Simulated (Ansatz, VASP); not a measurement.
**One calculation of Al3Ge2Ru, two programs**

```
CELL_PARAMETERS angstrom
3.86013 0.00000 0.00000
0.00000 3.86013 0.00000
0.00000 0.00000 6.78497
ATOMIC_POSITIONS crystal
Al 0.50000 0.50000 0.37204
Al 0.50000 0.00000 0.03870
Al 0.00000 0.50000 0.03870
Ge 0.00000 0.00000 0.64081
Ge 0.50000 0.50000 0.76089
Ru 0.00000 0.00000 0.27127
```

Alike in both runs: functional PBE; k mesh 10 × 10 × 6; occupations gaussian, width 0.1 eV; no spin polarisation.

Ansatz relaxed the structure, and its values are those at the end. VASP's run is a single point on that final structure, the one shown.

|  | VASP | Ansatz |
| --- | --- | --- |
| version | VASP 6.6.1 | Ansatz 0.2.0 |
| potentials or method | VASP PAW PBE potentials, release 64 (Al, Ge_d, Ru_pv), cutoff 520 eV | scalar-relativistic, plane waves, PAW |
| valence electrons in the cell | 51 | 53 |

```tsv
	VASP	Ansatz	Ansatz less VASP
gap on the k mesh at the Fermi level (eV)	none	none	-
pressure (GPa)	0.0	0.0	-0.01
```

A gap of «none» marks a metal or a gap that the smearing closes. VASP's potentials hold 51 valence electrons a cell and Ansatz's 53, so a difference there can come from the potentials and not from the codes.
